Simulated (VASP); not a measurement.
# BaZrO3 (Pm-3m) in VASP: notebook

The runs below take BaZrO3 through elastic constants, with LDA.

Everything below comes from runs of VASP 6.6.1. Logs are shortened: lines on timing, memory, paths and dates and some standing lists are left out, and cuts for length are marked.

## Step 1: The cell of the first run

Symmetry: Pm-3m, No. 221, cubic system. The conventional cell has a = 4.147 Å, b = 4.147 Å, c = 4.147 Å, α = 90.00°, β = 90.00°, γ = 90.00°. Within 3.9 Å of Ba (site symmetry m-3m) lie 12 O at 2.93 Å and 8 Zr at 3.59 Å. Within 2.7 Å of Zr (site symmetry m-3m) lie 6 O at 2.07 Å. O (site symmetry 4/mmm) has 2 Zr at 2.07 Å within 2.7 Å.

## Step 2: Elastic constants, LDA

INCAR

```
ALGO     = Normal         # electronic algorithm
EDIFF    = 1E-8           # SCF threshold, eV
ENCUT    = 600            # plane-wave cutoff, eV
GGA      = CA             # functional
IBRION   = 6              # ionic algorithm
ISIF     = 3              # what is computed and relaxed
ISMEAR   = 0              # smearing method
LASPH    = True           # aspherical terms in the spheres
LCHARG   = False          # write CHGCAR
LREAL    = False          # projectors in reciprocal space
LWAVE    = False          # write WAVECAR
NBANDS   = 28             # bands
NELM     = 80             # most SCF steps
NFREE    = 2            
NSW      = 1              # ionic steps
POTIM    = 0.015          # step
PREC     = Accurate       # precision mode
SIGMA    = 0.01           # smearing width, eV
```

KPOINTS

```
k-points
0
Gamma
  4 4 4
```

POSCAR

```
BaZrO3
1.0
    4.1473634826      0.0000000000      0.0000000000
    0.0000000000      4.1473634826      0.0000000000
    0.0000000000      0.0000000000      4.1473634826
Ba Zr O
1 1 3
Direct
    0.0000000000      0.0000000000      0.0000000000
    0.5000000000      0.5000000000      0.5000000000
    0.0000000000      0.5000000000      0.5000000000
    0.5000000000      0.0000000000      0.5000000000
    0.5000000000      0.5000000000      0.0000000000
```

Potentials or basis: VASP PAW LDA potentials, release 64 (Ba_sv, Zr_sv, O).

Started as:

```
> cat potpaw_LDA.64/Ba_sv/POTCAR potpaw_LDA.64/Zr_sv/POTCAR potpaw_LDA.64/O/POTCAR > POTCAR
> mpirun -np 1 vasp_std > vasp.out
```

OUTCAR:

```text
EDIFF = 1E-8
   ENCUT = 600
   GGA = CA
   IBRION = 6
   ISIF = 3
   ISMEAR = 0
   LASPH = True
   LREAL = False
   NELM = 80
   NFREE = 2
   NSW = 1
   POTIM = 0.015
   PREC = Accurate

 ion  position               nearest neighbor table
   1  0.000  0.000  0.000-   3 2.93   4 2.93   5 2.93   3 2.93   4 2.93   3 2.93   5 2.93   3 2.93
                             4 2.93   5 2.93   4 2.93   5 2.93   2 3.59   2 3.59   2 3.59   2 3.59
   2  0.500  0.500  0.500-   3 2.07   4 2.07   5 2.07   5 2.07   4 2.07   3 2.07   1 3.59   1 3.59
                             1 3.59   1 3.59   1 3.59   1 3.59   1 3.59   1 3.59
   3  0.000  0.500  0.500-   2 2.07   2 2.07   1 2.93   1 2.93   1 2.93   1 2.93
   4  0.500  0.000  0.500-   2 2.07   2 2.07   1 2.93   1 2.93   1 2.93   1 2.93
   5  0.500  0.500  0.000-   2 2.07   2 2.07   1 2.93   1 2.93   1 2.93   1 2.93

  LATTYP: Found a simple cubic cell.
 ALAT       =     4.1473634826

  Lattice vectors:

 A1 = (   4.1473634826,   0.0000000000,   0.0000000000)
 A2 = (   0.0000000000,   4.1473634826,   0.0000000000)
 A3 = (   0.0000000000,   0.0000000000,   4.1473634826)

Analysis of symmetry for initial positions (statically):
=====================================================================
 Subroutine PRICEL returns:
 Original cell was already a primitive cell.

 Routine SETGRP: Setting up the symmetry group for a
 simple cubic supercell.

 Subroutine GETGRP returns: Found 48 space group operations
 (whereof 48 operations were pure point group operations)
 out of a pool of 48 trial point group operations.

The static configuration has the point symmetry O_h .

Analysis of symmetry for dynamics (positions and initial velocities):
=====================================================================
 Subroutine PRICEL returns:
[... 1110 lines left out ...]
------------------------ aborting loop because EDIFF is reached ----------------------------------------

  FORCE on cell =-STRESS in cart. coord.  units (eV):
  Direction    XX          YY          ZZ          XY          YZ          ZX
  --------------------------------------------------------------------------------------
  -------------------------------------------------------------------------------------
  Total        0.6112971      0.6161516      0.6153856      0.0000000      0.0000000      0.0000000
  in kB       13.7292445     13.8382715     13.8210690      0.0000000      0.0000000      0.0000000
  external PRESSURE =      13.7961950 kB  Pullay stress =       0.0000000 kB
[... 20 lines left out ...]
  FREE ENERGIE OF THE ION-ELECTRON SYSTEM (eV)
  ---------------------------------------------------
  free  energy   TOTEN  =       -45.7340689721 eV

  energy  without entropy=      -45.7340689721  energy(sigma->0) =      -45.73406897

 INTERNAL STRAIN TENSORS FROM STRAINED CELLS
 ============================================

 INTERNAL STRAIN TENSOR FOR ION    1 for displacements in x,y,z  (eV/Angst):
          X           Y           Z          XY          YZ          ZX
  --------------------------------------------------------------------------------
  x     0.00000     0.00000     0.00000     0.00000     0.00000     0.00000
  y     0.00000     0.00000     0.00000    -0.00000     0.00000     0.00000
  z     0.00000     0.00000     0.00000     0.00000     0.00000     0.00000

 INTERNAL STRAIN TENSORS FROM DISPLACED ATOMS
 ============================================

 INTERNAL STRAIN TENSOR FOR ION    1 for displacements in x,y,z  (eV/Angst):
          X           Y           Z          XY          YZ          ZX
  --------------------------------------------------------------------------------
  x     0.00000     0.00000     0.00000     0.00000     0.00000     0.00000
  y     0.00000     0.00000     0.00000     0.00000     0.00000     0.00000
  z     0.00000     0.00000     0.00000     0.00000     0.00000     0.00000

 INTERNAL STRAIN TENSOR FOR ION    5 for displacements in x,y,z  (eV/Angst):
          X           Y           Z          XY          YZ          ZX
  --------------------------------------------------------------------------------
  x     0.00000     0.00000     0.00000     0.00000     0.00000     0.00000
  y     0.00000     0.00000     0.00000     0.00000     0.00000     0.00000
  z     0.00000     0.00000     0.00000     0.00000     0.00000     0.00000

 Eigenvectors and eigenvalues of the dynamical matrix
 ----------------------------------------------------

   1 f  =   15.987234 THz   100.450751 2PiTHz  533.276709 cm-1    66.117856 meV
             X         Y         Z           dx          dy          dz
      0.000000  0.000000  0.000000    -0.000215    0.021967   -0.000000
      2.073682  2.073682  2.073682    -0.001655    0.168890    0.000000
      0.000000  2.073682  2.073682     0.009110    0.231339   -0.000000
      2.073682  0.000000  2.073682    -0.002268   -0.929442   -0.000000
      2.073682  2.073682  0.000000    -0.002268    0.231339    0.000000
[... 105 lines left out ...]
  15 f/i=    0.004488 THz     0.028201 2PiTHz    0.149715 cm-1     0.018562 meV
             X         Y         Z           dx          dy          dz
      0.000000  0.000000  0.000000     0.433526    0.552346    0.054331
      2.073682  2.073682  2.073682     0.353514    0.450404    0.044303
      0.000000  2.073682  2.073682     0.148332    0.189008    0.018592
      2.073682  0.000000  2.073682     0.148349    0.188987    0.018592
      2.073682  2.073682  0.000000     0.148349    0.189008    0.018589

--------------------------------------------------------------------------------------------------------

 ELASTIC MODULI CONTR FROM IONIC RELAXATION (kBar)
 Direction    XX          YY          ZZ          XY          YZ          ZX
 --------------------------------------------------------------------------------
 XX           0.0000      0.0000      0.0000      0.0000      0.0000      0.0000
 YY           0.0000      0.0000      0.0000      0.0000      0.0000      0.0000
 ZZ           0.0000      0.0000      0.0000      0.0000      0.0000      0.0000
 XY           0.0000      0.0000      0.0000      0.0000      0.0000      0.0000
 YZ           0.0000      0.0000      0.0000      0.0000      0.0000      0.0000
 ZX           0.0000      0.0000      0.0000      0.0000      0.0000      0.0000
 --------------------------------------------------------------------------------

 TOTAL ELASTIC MODULI (kBar)
 Direction    XX          YY          ZZ          XY          YZ          ZX
 --------------------------------------------------------------------------------
 XX        3595.3161    889.5706    889.5706     -0.0000     -0.0000     -0.0000
 YY         889.5706   3595.3161    889.5706     -0.0000      0.0000     -0.0000
 ZZ         889.5706    889.5706   3595.3161     -0.0000      0.0000     -0.0000
 XY          -0.0000     -0.0000     -0.0000    904.6946      0.0000      0.0000
 YZ          -0.0000      0.0000      0.0000      0.0000    904.6946      0.0000
 ZX          -0.0000     -0.0000     -0.0000      0.0000      0.0000    904.6946
 --------------------------------------------------------------------------------
```

OSZICAR:

```text
N       E                     dE             d eps       ncg     rms          rms(c)
DAV:   1     0.337450413672E+03    0.33745E+03   -0.23853E+04   560   0.158E+03
DAV:   2    -0.297520214836E+02   -0.36720E+03   -0.35742E+03   692   0.372E+02
DAV:   3    -0.522303673405E+02   -0.22478E+02   -0.22371E+02   860   0.869E+01
DAV:   4    -0.530424851067E+02   -0.81212E+00   -0.81097E+00   784   0.122E+01
[... 250 lines left out ...]
DAV:   5    -0.457340700829E+02   -0.11921E-05   -0.28766E-05  1668   0.259E-02    0.117E-02
DAV:   6    -0.457340692709E+02    0.81196E-06   -0.27116E-06  1880   0.103E-02    0.364E-03
DAV:   7    -0.457340689620E+02    0.30887E-06   -0.95690E-07  1732   0.601E-03    0.837E-04
DAV:   8    -0.457340689755E+02   -0.13520E-07   -0.21871E-07  1716   0.233E-03    0.688E-04
DAV:   9    -0.457340689721E+02    0.34574E-08   -0.15828E-08  1184   0.832E-04
  21 F= -.45734069E+02 E0= -.45734069E+02  d E =-.552073-119
```

stdout:

```text
POSCAR found type information on POSCAR BaZrO
 POSCAR found :  3 types and       5 ions
 scaLAPACK will be used
 LDA part: xc-table for (Slater(with rela. corr.)+CA(PZ))
 , standard interpolation
 POSCAR, INCAR and KPOINTS ok, starting setup
 FFT: planning ... GRIDC
 FFT: planning ... GRID_SOFT
 FFT: planning ... GRID
 WAVECAR not read
 entering main loop
 Found     4 degrees of freedom:
 Adding 6 more for cell shape distortion
 Finite differences POTIM= 0.01500 DOF=  10
 bond charge predicted
 Finite differences progress:
 bond charge predicted
 Finite differences progress:
 bond charge predicted
 Finite differences progress:
 bond charge predicted
 Finite differences progress:
 bond charge predicted
 Finite differences progress:
 bond charge predicted
 Finite differences progress:
 bond charge predicted
 Finite differences progress:
 bond charge predicted
 Finite differences progress:
 bond charge predicted
 Finite differences progress:
 bond charge predicted
 Finite differences progress:
 bond charge predicted
 Finite differences progress:
 bond charge predicted
 Finite differences progress:
 bond charge predicted
 Finite differences progress:
 bond charge predicted
 Finite differences progress:
 bond charge predicted
 Finite differences progress:
 bond charge predicted
 Finite differences progress:
 bond charge predicted
 Finite differences progress:
 bond charge predicted
 Finite differences progress:
 bond charge predicted
 Finite differences progress:
 bond charge predicted
 Finite differences progress:
```

Run time: 15 min. Hardware: 1 thread of Oxide Virtual Turin-like, shared host; peak memory 0.24 GiB.

What came out:

- Elastic constants C11, C12, C44: 360, 89, 90 GPa
- Voigt bulk modulus: 179 GPa
- Highest phonon frequency at Γ, LO-TO splitting left out: 533 cm⁻¹

Phonon frequencies in cm⁻¹ (negative: imaginary):
```
              q point                                            frequencies
(0.000, 0.000, 0.000)  0 0 0 104 104 104 164 164 164 184 184 184 533 533 533
```

Elastic tensor in Voigt notation (GPa, in the Cartesian axes of the cell as first typed):
```
360  89  89   0   0   0
 89 360  89   0   0   0
 89  89 360   0   0   0
  0   0   0  90   0   0
  0   0   0   0  90   0
  0   0   0   0   0  90
```

Clamped-ion elastic tensor (GPa):
```
360  89  89   0   0   0
 89 360  89   0   0   0
 89  89 360   0   0   0
  0   0   0  90   0   0
  0   0   0   0  90   0
  0   0   0   0   0  90
```

Caveat: the k points lie up to 0.38 Å⁻¹ apart; the cell is under stress, which shifts elastic constants; spin-orbit coupling is left out, which moves the levels of the heavy elements.

## Step 3: Elastic constants, LDA

INCAR

```
ALGO = Normal
EDIFF = 1E-8
ENCUT = 600
IBRION = 6
ISIF = 3
ISMEAR = 0
LASPH = True
LCHARG = False
LREAL = False
LWAVE = False
NELM = 60
NFREE = 2
NSW = 1
POTIM = 0.015
PREC = Accurate
SIGMA = 0.01
```

KPOINTS is that of step 2.

POSCAR is that of step 2.

Potentials or basis: VASP PAW LDA potentials, release 64 (Ba_sv, Zr_sv, O).

Started as:

```
> cat potpaw_LDA.64/Ba_sv/POTCAR potpaw_LDA.64/Zr_sv/POTCAR potpaw_LDA.64/O/POTCAR > POTCAR
> mpirun -np 1 vasp_std > vasp.out
```

It took 12 min on 1 thread of Oxide Virtual Turin-like, shared host; peak memory 0.23 GiB.

It converged, with:

| Quantity | Value |
| --- | --- |
| Elastic constants C11, C12, C44 | 360, 89, 90 GPa |
| Voigt bulk modulus | 179 GPa |
| Highest phonon frequency at Γ, LO-TO splitting left out | 533 cm⁻¹ |

Phonon frequencies in cm⁻¹ (negative: imaginary):
| q point | frequencies |
| --- | --- |
| (0.000, 0.000, 0.000) | 0 0 0 104 104 104 164 164 164 184 184 184 533 533 533 |

Elastic tensor in Voigt notation (GPa, in the Cartesian axes of the cell as first typed):
```
360  89  89   0   0   0
 89 360  89   0   0   0
 89  89 360   0   0   0
  0   0   0  90   0   0
  0   0   0   0  90   0
  0   0   0   0   0  90
```

Clamped-ion elastic tensor (GPa):
```
360  89  89   0   0   0
 89 360  89   0   0   0
 89  89 360   0   0   0
  0   0   0  90   0   0
  0   0   0   0  90   0
  0   0   0   0   0  90
```

Caveat: the k points lie up to 0.38 Å⁻¹ apart; the cell is under stress, which shifts elastic constants; spin-orbit coupling is left out, which moves the levels of the heavy elements.
